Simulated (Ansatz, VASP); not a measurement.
## Two plane-wave programs on Pb

```
Pb
1.0
     0.00000    2.34631    2.46980
     2.34631    0.00000    2.46980
     2.34631    2.34631    0.00000
Pb
1
Cartesian
  0.0000 0.0000 0.0000
```

Change from the starting cell: strain -0.050 along x and y, +0.000 along z, atoms carried along.

Alike in both runs: task single point; functional PBEsol; k mesh 16 × 16 × 16; occupations gaussian, width 0.15 eV; no spin polarisation.

```csv
,VASP,Ansatz
version,VASP 6.6.1,Ansatz 0.2.0
potentials or method,"VASP PAW PBE potentials, release 64 (Pb_d), cutoff 520 eV","scalar-relativistic, plane waves, PAW"
valence electrons in the cell,14,14
```

Ansatz gave:

* gap on the k mesh at the Fermi level (eV): none
* pressure (GPa): 6.0
* traceless stress, the component that is largest in VASP (GPa): -0.78

What did VASP give for the same quantities?

gap on the k mesh at the Fermi level (eV): none; pressure (GPa): 5.9; traceless stress, the component that is largest in VASP (GPa): -0.79.

VASP's potentials were made for PBE, not for PBEsol. A gap of «none» marks a metal or a gap that the smearing closes.

Spin-orbit coupling is off throughout.
